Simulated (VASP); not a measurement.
Here is a VASP 6.6.1 calculation.

INCAR

```
SYSTEM = Sb
PREC     = Accurate       ! precision mode
ENCUT    = 520            ! plane-wave cutoff, eV
EDIFF    = 1E-6           ! SCF threshold, eV
ISMEAR   = -1             ! smearing method
SIGMA    = 0.05           ! smearing width, eV
LREAL    = .False.        ! projectors in reciprocal space
LASPH    = .True.         ! aspherical terms in the spheres
NELM     = 150            ! most SCF steps
ALGO     = Normal         ! electronic algorithm
ISIF     = 2              ! what is computed and relaxed
LWAVE    = .False.        ! write WAVECAR
LCHARG   = .False.        ! write CHGCAR
MAGMOM   = 0 0 0          ! initial moments
LORBIT   = 11             ! projections on sites
LSORBIT  = .True.         ! spin-orbit coupling
GGA_COMPAT= .False.      
LORBMOM  = .True.       
GGA      = PE             ! functional
NBANDS   = 16             ! bands
```

File KPOINTS:

```
regular mesh
0
Gamma
  15 15 15
  0 0 0
```

File POSCAR:

```
Sb
1.0
    0.0000000000      2.3981479053      2.3981479053
    2.3981479053      0.0000000000      2.3981479053
    2.3981479053      2.3981479053      0.0000000000
Sb
1
Direct
    0.0000000000      0.0000000000      0.0000000000
```

Potentials or basis: VASP PAW PBE potentials, release 64 (Sb).

The run is started by

```console
$ cat potpaw_PBE.64/Sb/POTCAR > POTCAR
$ mpirun -np 1 vasp_ncl > vasp.out
```

Task: Estimate the pressure.

Result: -0.1 GPa.

Task: Estimate the net moment.

Result: 0.00 μB per cell.

Moments on the atoms (μB; x, y, z):
```
Sb  0.00 0.00 0.00
```
